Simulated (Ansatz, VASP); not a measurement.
**Two plane-wave programs on MnS**

```
Mn S
1.0
     0.00000    2.74750    2.74750
     2.74750    0.00000    2.74750
     2.74750    2.74750    0.00000
Mn S
1 1
Direct
  0.00000 0.00000 0.00000
  0.75000 0.75000 0.75000
```

Alike in both runs: task single point; functional PBEsol; k mesh 14 × 14 × 14; occupations gaussian, width 0.2 eV; collinear spin.

```csv
,VASP,Ansatz
version,VASP 6.6.1,Ansatz 0.2.0
potentials or method,"VASP PAW PBE potentials, release 64 (Mn_pv, S), cutoff 520 eV","scalar-relativistic, plane waves, PAW"
valence electrons in the cell,19,21
```

Ansatz gave:

| Property | Result |
| --- | --- |
| gap on the k mesh at the Fermi level (eV) | none |
| pressure (GPa) | -0.6 |
| net moment per atom (μB) | 2.34 |
| size of the moment on the site where the two differ most (μB) | 3.95 |

Task: Which values does VASP return?

Result: gap on the k mesh at the Fermi level (eV): none; pressure (GPa): -0.4; net moment per atom (μB): 2.34; size of the moment on the site where the two differ most (μB): 4.15.

VASP's potentials were made for PBE, not for PBEsol. Site moments also hang on the region over which each program counts them. A gap of «none» marks a metal or a gap that the smearing closes. VASP's potentials hold 19 valence electrons a cell and Ansatz's 21, so a difference there can come from the potentials and not from the codes.
